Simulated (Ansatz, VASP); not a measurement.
# TePb in VASP and in Ansatz

```
Pb Te
1.0
     3.96770    0.01560    0.04017
     0.01560    3.94964   -0.03933
     0.04017   -0.03933    4.01873
Pb Te
1 1
Cartesian
  -0.0095 -0.0322 0.0190
  2.0212 1.9951 1.9907
```

Change from the starting cell: all atoms moved at random (sigma 0.1 Å), cell strained at random (1 %).

Alike in both runs: task single point; functional PBE; k mesh 8 × 8 × 8; occupations gaussian, width 0.05 eV; no spin polarisation.

|  | VASP | Ansatz |
| --- | --- | --- |
| version | VASP 6.6.1 | Ansatz 0.2.0 |
| potentials or method | VASP PAW PBE potentials, release 64 (Pb_d, Te), cutoff 520 eV | scalar-relativistic, plane waves, PAW |
| valence electrons in the cell | 20 | 30 |

|  | VASP | Ansatz | Ansatz less VASP |
| --- | --- | --- | --- |
| gap on the k mesh at the Fermi level (eV) | none | none | - |
| pressure (GPa) | 0.8 | 0.8 | +0.04 |
| traceless stress, the component that is largest in VASP (GPa) | -0.26 | -0.26 | 0.000 |
| rms of the force components (eV/Å) | 0.014 | 0.015 | +0.0003 |

Atom by atom the forces differ by 0.000 eV/Å (rms over components). A gap of «none» marks a metal or a gap that the smearing closes. VASP's potentials hold 20 valence electrons a cell and Ansatz's 30, so a difference there can come from the potentials and not from the codes.

Spin-orbit coupling is off throughout.
